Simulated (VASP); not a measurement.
Runs of VASP 6.6.1 on MgO. The structure is that of space group P-6m2 (No. 187), or close to it. The cells are those of the table. 

```tsv
cell	gap on the mesh (eV)	pressure (GPa)
a = 2.885, b = 2.885, c = 2.631 Å, angles 90.0, 90.0, 120.0°, 2 atoms	(a)	-1.5
a = 3.014, b = 3.014, c = 2.749 Å, angles 90.0, 90.0, 120.0°, 2 atoms	2.43	(b)
a = 2.938, b = 2.938, c = 2.680 Å, angles 90.0, 90.0, 120.0°, 2 atoms	2.97	-9.0
a = 2.964, b = 2.964, c = 2.703 Å, angles 90.0, 90.0, 120.0°, 2 atoms	(c)	-12.1
a = 2.857, b = 2.857, c = 2.606 Å, angles 90.0, 90.0, 120.0°, 2 atoms	3.62	3.2
```

Alike in all rows: task single point; level LDA; potentials or basis VASP PAW LDA potentials, release 64 (Mg_sv, O); no spin polarisation; k mesh 7 × 7 × 6; cutoff (eV) 840; smearing gaussian 0.01 eV.

Question: Estimate the missing entries.

Answer: (a) 3.39; (b) -16.9; (c) 2.78.

Caveats: the cell stands under tension (at least some runs); the cell stands under pressure (at least some runs).

A k mesh can miss the band edges.
